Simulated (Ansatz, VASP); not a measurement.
WS2 in VASP and in Ansatz

```xyz
3
Lattice="1.5790 0.9116 6.1633 -1.5790 0.9116 6.1633 0.0000 -1.8233 6.1633" Properties=species:S:1:pos:R:3 pbc="T T T"
W     0.0000    0.0000    0.0000
S     0.0000    0.0000   13.8730
S     0.0000    0.2000   10.9427
```

Alike in both runs: task single point; functional PBEsol; k mesh 12 × 12 × 12; occupations gaussian, width 0.05 eV; no spin polarisation.

|  | VASP | Ansatz |
| --- | --- | --- |
| version | VASP 6.6.1 | Ansatz 0.2.0 |
| potentials or method | VASP PAW PBE potentials, release 64 (W_sv, S), cutoff 520 eV | scalar-relativistic, plane waves, PAW |
| valence electrons in the cell | 26 | 26 |

```tsv
	VASP	Ansatz	Ansatz less VASP
gap on the k mesh at the Fermi level (eV)	0.39	0.36	-0.023
least direct gap on the mesh (eV)	1.26	1.24	-0.016
pressure (GPa)	14.5	14.4	-0.13
traceless stress, the component that is largest in VASP (GPa)	15.53	15.53	+0.004
rms of the force components (eV/Å)	2.766	2.761	-0.0052
```

VASP's potentials were made for PBE, not for PBEsol. Atom by atom the forces differ by 0.011 eV/Å (rms over components). The functional is the same, so the differences come from potentials, cutoffs and numerics.

Neither program's run includes spin-orbit coupling.
